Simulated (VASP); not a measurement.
Set up this calculation in VASP 6.6.1, as the native input.

```yaml
Task: single point
Functional: PBE
Potentials_or_basis: VASP PAW PBE potentials, release 64 (P)
Cutoff: 520 eV
k_mesh: 14 × 14 × 10
Occupations: gaussian, width 0.1 eV
Spin: no spin polarisation
Dipole_correction: no
Further_INCAR_settings: ALGO = Normal; EDIFF = 1e-06; NBANDS = 18
```

The structure of P lies in POSCAR:

```
P
1.0
    1.6547349137     -5.6406579112      0.0000000000
    1.6547349137      5.6406579112      0.0000000000
    0.0000000000      0.0000000000      4.5619392725
P
4
Direct
    0.9059108355      0.0940891645      0.0864592983
    0.5940891645      0.4059108355      0.5864592983
    0.0940891645      0.9059108355      0.9135407017
    0.4059108355      0.5940891645      0.4135407017
```

The input as run:

INCAR

```
  PREC = Accurate
  ENCUT = 520
  EDIFF = 1E-6
  ISMEAR = 0
  SIGMA = 0.1
  LREAL = False
  LASPH = True
  NELM = 60
  ALGO = Normal
  ISIF = 2
  LWAVE = False
  LCHARG = False
  GGA = PE
  NBANDS = 18
```

KPOINTS

```
Automatic mesh
0
Gamma
  14 14 10
```

Potentials or basis: VASP PAW PBE potentials, release 64 (P).

Launch:

```bash
$ cat potpaw_PBE.64/P/POTCAR > POTCAR
$ mpirun -np 1 vasp_std > vasp.out
```

Results of the run:

```json
{
 "Pressure": "-0.3 GPa",
 "Largest force": "0.051 eV/Å",
 "Band gap on the k mesh": "0.14 eV"
}
```

Caveat: semilocal functionals underestimate gaps, and a narrow one can read as zero.

Wall time 19 min on 1 thread of Intel Xeon 8259CL, on a shared host, peak memory 0.52 GiB.
